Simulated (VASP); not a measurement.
# Tl (Im-3m) in VASP: single point with PBE

Aim: the single point of Tl with PBE.

All numbers are computed with VASP 6.6.1; they aren't measurements. Logs are shortened: lines on timing, memory, paths and dates and some standing lists are left out, and cuts for length are marked.

**1. The cell of the first run**

Symmetry: Im-3m, No. 229, cubic system. Conventional cell: a = 3.968 Å, b = 3.968 Å, c = 3.968 Å, α = 90.00°, β = 90.00°, γ = 90.00°. Within 4.5 Å of Tl (site symmetry m-3m) lie 14 Tl at 3.44 to 3.97 Å.

**2. Single point, PBE**

Input file INCAR:

```
ALGO = Normal ; EDIFF = 1E-7
ENCUT = 520 ; GGA = PE
ISIF = 2 ; ISMEAR = 0
LASPH = T ; LCHARG = T
LELF = T ; LREAL = F
LVHAR = T ; LWAVE = F
NBANDS = 12 ; NELM = 100
PREC = Accurate ; SIGMA = 0.05
```

Input file KPOINTS:

```
k-points
0
Gamma
  16 16 16
```

Input file POSCAR:

```
Tl
1.0
   -1.9838319202      1.9838319202      1.9838319202
    1.9838319202     -1.9838319202      1.9838319202
    1.9838319202      1.9838319202     -1.9838319202
Tl
1
Direct
    0.0000000000      0.0000000000      0.0000000000
```

Potentials or basis: VASP PAW PBE potentials, release 64 (Tl_d).

Started as:

```console
cat potpaw_PBE.64/Tl_d/POTCAR > POTCAR
mpirun -np 1 vasp_std > vasp.out
```

OUTCAR:

```text
EDIFF = 1E-7
   ENCUT = 520
   GGA = PE
   ISIF = 2
   ISMEAR = 0
   LASPH = T
   LREAL = F
   NELM = 100
   PREC = Accurate

 ion  position               nearest neighbor table
   1  0.000  0.000  0.000-

  LATTYP: Found a body centered cubic cell.
 ALAT       =     3.9676638404

  Lattice vectors:

 A1 = (  -1.9838319202,   1.9838319202,   1.9838319202)
 A2 = (   1.9838319202,  -1.9838319202,   1.9838319202)
 A3 = (   1.9838319202,   1.9838319202,  -1.9838319202)

Analysis of symmetry for initial positions (statically):
=====================================================================
 Subroutine PRICEL returns:
 Original cell was already a primitive cell.

 Routine SETGRP: Setting up the symmetry group for a
 body centered cubic supercell.

 Subroutine GETGRP returns: Found 48 space group operations
 (whereof 48 operations were pure point group operations)
 out of a pool of 48 trial point group operations.

The static configuration has the point symmetry O_h .

Analysis of symmetry for dynamics (positions and initial velocities):
=====================================================================
 Subroutine PRICEL returns:
 Original cell was already a primitive cell.

 Routine SETGRP: Setting up the symmetry group for a
 body centered cubic supercell.

 Subroutine GETGRP returns: Found 48 space group operations
 (whereof 48 operations were pure point group operations)
 out of a pool of 48 trial point group operations.

The dynamic configuration has the point symmetry O_h .

 Subroutine INISYM returns: Found 48 space group operations
 (whereof 48 operations are pure point group operations),
 and found     1 'primitive' translations

----------------------------------------------------------------------------------------

                                     Primitive cell

  volume of cell :      31.2302

  direct lattice vectors                    reciprocal lattice vectors
    -1.983831920  1.983831920  1.983831920     0.000000000  0.252037481  0.252037481
     1.983831920 -1.983831920  1.983831920     0.252037481  0.000000000  0.252037481
     1.983831920  1.983831920 -1.983831920     0.252037481  0.252037481  0.000000000

  length of vectors
     3.436097679  3.436097679  3.436097679     0.356434824  0.356434824  0.356434824

  position of ions in fractional coordinates (direct lattice)
     0.000000000  0.000000000  0.000000000

  ion indices of the primitive-cell ions
   primitive index   ion index
                 1           1

----------------------------------------------------------------------------------------

 KPOINTS: k-points

Automatic generation of k-mesh.
 Grid dimensions read from file:
 generate k-points for:   16   16   16

 Generating k-lattice:

  Cartesian coordinates                     Fractional coordinates (reciprocal lattice)
     0.000000000  0.015752343  0.015752343     0.062500000  0.000000000  0.000000000
     0.015752343  0.000000000  0.015752343     0.000000000  0.062500000  0.000000000
     0.015752343  0.015752343  0.000000000     0.000000000  0.000000000  0.062500000

  Length of vectors
     0.022277176  0.022277176  0.022277176

  Shift w.r.t. Gamma in fractional coordinates (k-lattice)
     0.000000000  0.000000000  0.000000000

 Subroutine IBZKPT returns following result:
 ===========================================

 Found    145 irreducible k-points:

 Following reciprocal coordinates:
            Coordinates               Weight
  0.000000  0.000000  0.000000      1.000000
  0.062500  0.000000  0.000000     12.000000
  0.125000  0.000000  0.000000     12.000000
  0.187500  0.000000  0.000000     12.000000
  0.250000  0.000000  0.000000     12.000000
  0.312500  0.000000  0.000000     12.000000
[... 16 lines left out ...]
  0.187500  0.187500  0.000000     24.000000
  0.250000  0.187500  0.000000     48.000000
 [... further k-points ...]
   k-points           NKPTS =    145   k-points in BZ     NKDIM =    145   number of bands    NBANDS=     12
   number of dos      NEDOS =    301   number of ions     NIONS =      1
   total plane-waves  NPLWV =  21952
   dimension x,y,z NGX =    28 NGY =   28 NGZ =   28
   dimension x,y,z NGXF=    56 NGYF=   56 NGZF=   56
   ions per type =               1
   NGX,Y,Z   is equivalent  to a cutoff of  13.55, 13.55, 13.55 a.u.
   NGXF,Y,Z  is equivalent  to a cutoff of  27.09, 27.09, 27.09 a.u.
 SYSTEM =  unknown system
   PREC   = accura    normal or accurate (medium, high low for compatibility)
   ISTART =      0    job   : 0-new  1-cont  2-samecut
   ICHARG =      2    charge: 1-file 2-atom 10-const
   ISPIN  =      1    spin polarized calculation?
   LNONCOLLINEAR =      F non collinear calculations
   LSORBIT =      F    spin-orbit coupling
   LASPH  =      T    aspherical Exc in radial PAW
   ENCUT  =  520.0 eV  38.22 Ry    6.18 a.u.   6.39  6.39  6.39*2*pi/ulx,y,z
   NELM   =    100;   NELMIN=  2; NELMDL= -5     # of ELM steps
   EDIFF  = 0.1E-06   stopping-criterion for ELM
   LREAL  =      F    real-space projection
   EDIFFG = 0.1E-05   stopping-criterion for IOM
   NSW    =      0    number of steps for IOM
   IBRION =     -1    ionic relax: 0-MD 1-quasi-New 2-CG
   NFREE  =      0    steps in history (QN), initial steepest desc. (CG)
   ISIF   =      2    stress and relaxation
   ISYM   =      2    0-nonsym 1-usesym 2-fastsym
   POTIM  = 0.5000    time-step for ionic-motion
   TEBEG  =    0.0;   TEEND  =   0.0 temperature during run
   PSTRESS=    0.0 pullay stress
   NELECT =      13.0000    total number of electrons
   NUPDOWN=      -1.0000    fix difference up-down
   EMIN   =  10.00;   EMAX   =-10.00  energy-range for DOS
   EFERMI =   0.00;   METHOD = LEGACY
   ISMEAR =     0;   SIGMA  =   0.05  broadening in eV -4-tet -1-fermi 0-gaus
   EFERMI_NEDOS =   21; number of points for ismear=-14 and -15
   IALGO  =     38    algorithm
   IMIX   =      4    mixing-type and parameters
     AMIX     =   0.40;   BMIX     =  1.00
     AMIX_MAG =   1.60;   BMIX_MAG =  1.00
  volume/ion in A,a.u.               =      31.23       210.75
  Fermi-wavevector in a.u.,A,eV,Ry     =   1.222356  2.309918 20.329205  1.494154
  Thomas-Fermi vector in A             =   2.357506
   LORBIT       =      0    0 simple, 1 ext, 2 COOP (PROOUT), +10 PAW based schemes
   GGA     = PE    functional components
   LHFCALC =     F    Hartree Fock is set to
   AEXX    =    0.0000 exact exchange contribution
   IVDW    =     0    specifies the selected vdW correction
   LEPSILON=     F    determine dielectric tensor
   LRPA    =     F    only Hartree local field effects (RPA)
 non-spin polarized calculation
 Gauss-broadening in eV      SIGMA  =   0.05
  energy-cutoff  :      520.00
  volume of cell :       31.23
 maximum number of plane-waves:       887
 NGX is ok and might be reduce to    28
   NGX = 13   NGY = 13   NGZ = 13

 number of electron      12.9999998 magnetization

 Free energy of the ion-electron system (eV)
  ---------------------------------------------------
  ext. energy  EPLUGINS =         0.00000000
  ---------------------------------------------------
  free energy    TOTEN  =        -2.22074802 eV

  energy without entropy =       -2.21975510  energy(sigma->0) =       -2.22025156

 E-fermi :   5.6667     XC(G=0):  -9.7596

 val. band max:        5.6195751224   @ k =   0.2500   0.2500   0.1875
 cond. band min:       5.6796797307   @ k =  -0.3750   0.3750   0.1250
 fundamental gap:      0.0601046083
 Fermi energy:         5.6667271804

 k-point     1 :       0.0000    0.0000    0.0000
  band No.  band energies     occupation
      1      -5.8751      2.00000
      2      -5.8751      2.00000
      3      -5.8751      2.00000
      4      -5.5268      2.00000
      5      -5.5268      2.00000
      6      -3.7812      2.00000
      7      15.6173      0.00000
      8      15.6173      0.00000
      9      15.6173      0.00000
     10      17.8155      0.00000
     11      17.8155      0.00000
     12      17.8155      0.00000

 k-point     2 :       0.0625    0.0000    0.0000
  band No.  band energies     occupation
      1      -5.8807      2.00000
      2      -5.8704      2.00000
      3      -5.8547      2.00000
      4      -5.5329      2.00000
      5      -5.5268      2.00000
      6      -3.6997      2.00000
      7      14.7075      0.00000
      8      15.3163      0.00000
      9      15.4636      0.00000
     10      17.3921      0.00000
     11      17.7064      0.00000
     12      17.7566      0.00000

 k-point     3 :       0.1250    0.0000    0.0000
  band No.  band energies     occupation
      1      -5.8965      2.00000
      2      -5.8609      2.00000
      3      -5.7960      2.00000
      4      -5.5488      2.00000
      5      -5.5272      2.00000
      6      -3.4524      2.00000
      7      12.8642      0.00000
      8      14.5968      0.00000
      9      15.0193      0.00000
     10      16.7752      0.00000
     11      17.4509      0.00000
     12      17.8111      0.00000
[... 286 lines left out ...]
 k-point    23 :       0.1875    0.1875    0.0000
  band No.  band energies     occupation
      1      -5.9477      2.00000
      2      -5.8455      2.00000
      3      -5.5909      2.00000
      4      -5.5716      2.00000
      5      -5.5006      2.00000
      6      -1.5362      2.00000
      7       7.6069      0.00000
      8       9.9257      0.00000
      9      12.7083      0.00000
     10      17.3060      0.00000
     11      17.4190      0.00000
     12      19.9872      0.00000

 k-point    24 :       0.2500    0.1875    0.0000
  band No.  band energies     occupation
      1      -5.9633      2.00000
      2      -5.8405      2.00000
      3      -5.5828      2.00000
      4      -5.5689      2.00000
      5      -5.4564      2.00000
      6      -0.7485      2.00000
      7       6.3299      0.00000
      8       8.9823      0.00000
      9      12.2911      0.00000
     10      17.0749      0.00000
     11      18.0144      0.00000
     12      20.3175      0.00000

 [... further k-points ...]

------------------------ aborting loop because EDIFF is reached ----------------------------------------

  FORCE on cell =-STRESS in cart. coord.  units (eV):
  Direction    XX          YY          ZZ          XY          YZ          ZX
  --------------------------------------------------------------------------------------
  -------------------------------------------------------------------------------------
  Total        0.0086368      0.0086368      0.0086368      0.0000000      0.0000000     -0.0000000
  in kB        0.4430884      0.4430884      0.4430884      0.0000000      0.0000000     -0.0000000
  external PRESSURE =       0.4430884 kB  Pullay stress =       0.0000000 kB

 VOLUME and BASIS-vectors are now :
 -----------------------------------------------------------------------------
  energy-cutoff  :      520.00
  volume of cell :       31.23
      direct lattice vectors                 reciprocal lattice vectors
    -1.983831920  1.983831920  1.983831920     0.000000000  0.252037481  0.252037481
     1.983831920 -1.983831920  1.983831920     0.252037481  0.000000000  0.252037481
     1.983831920  1.983831920 -1.983831920     0.252037481  0.252037481  0.000000000

 POSITION                                       TOTAL-FORCE (eV/Angst)
 -----------------------------------------------------------------------------------
      0.00000      0.00000      0.00000         0.000000     -0.000000      0.000000
 -----------------------------------------------------------------------------------
    total drift:                               -0.000000     -0.000000     -0.000000

  FREE ENERGIE OF THE ION-ELECTRON SYSTEM (eV)
  ---------------------------------------------------
  free  energy   TOTEN  =        -2.2207480240 eV

  energy  without entropy=       -2.2197550998  energy(sigma->0) =       -2.22025156
```

Run time: 21 s. Hardware: 1 thread of Intel Xeon 6975P-C (Granite Rapids), shared host; peak memory 0.19 GiB.

Results:

```
Free energy : -2.2207 eV
Pressure    : 0.0 GPa
```

Levels at points of the mesh, in eV from the Fermi level:
```tsv
k point	band 3	band 4	band 5	band 6	band 7	band 8	band 9	band 10
(0.00, 0.00, 0.00)	-11.54	-11.19	-11.19	-9.45	9.95	9.95	9.95	12.15
(0.50, 0.00, 0.00)	-11.22	-11.19	-10.97	-5.05	-2.37	5.49	6.89	9.46
(0.50, 0.50, 0.50)	-11.02	-11.02	-11.02	-2.04	1.47	1.47	1.47	6.26
```

Caveat: spin-orbit coupling is left out, which moves the levels of the heavy elements.
